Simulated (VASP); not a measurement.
Crystal: TiO2.

```
Ti O
1.0
    -1.89210    1.89210    4.56701
     1.89210   -1.89210    4.56701
     1.89210    1.89210   -4.56701
Ti O
2 4
Direct
  0.75000 0.25000 0.50000
  0.00000 0.00000 0.00000
  0.79190 0.79190 0.00000
  0.54190 0.04190 0.50000
  0.95810 0.45810 0.50000
  0.20810 0.20810 0.00000
```

```yaml
Program: VASP 6.6.1
Task: relaxation of the atoms
Functional: PBE
Potentials_or_basis: VASP PAW PBE potentials, release 64 (Ti_sv, O)
Cutoff: 520 eV
k_mesh: 8 × 8 × 8
Occupations: fermi-dirac, width 0.05 eV
Spin: no spin polarisation
```

At the start: pressure 17.2 GPa; volume 10.90 Å³/atom.

**Question.** How do energy, volume and symmetry change on relaxing?

**Answer.** Over 3 steps the energy falls by 20.9 meV/atom at a fixed cell; space group I4_1/amd (No. 141, to 0.1 Å) before and after.

The path:
```csv
step,energy change (eV),largest force (eV/Å),pressure (GPa)
1,0.0000,1.1242,17.25
2,-0.1249,0.0756,12.77
3,-0.1256,0.0003,12.45
```

Final structure:
```
CELL_PARAMETERS angstrom
-1.89210 1.89210 4.56701
1.89210 -1.89210 4.56701
1.89210 1.89210 -4.56701
ATOMIC_POSITIONS crystal
Ti 0.75000 0.25000 0.50000
Ti 0.00000 0.00000 0.00000
O 0.78546 0.78546 0.00000
O 0.53546 0.03546 0.50000
O 0.96454 0.46454 0.50000
O 0.21454 0.21454 0.00000
```
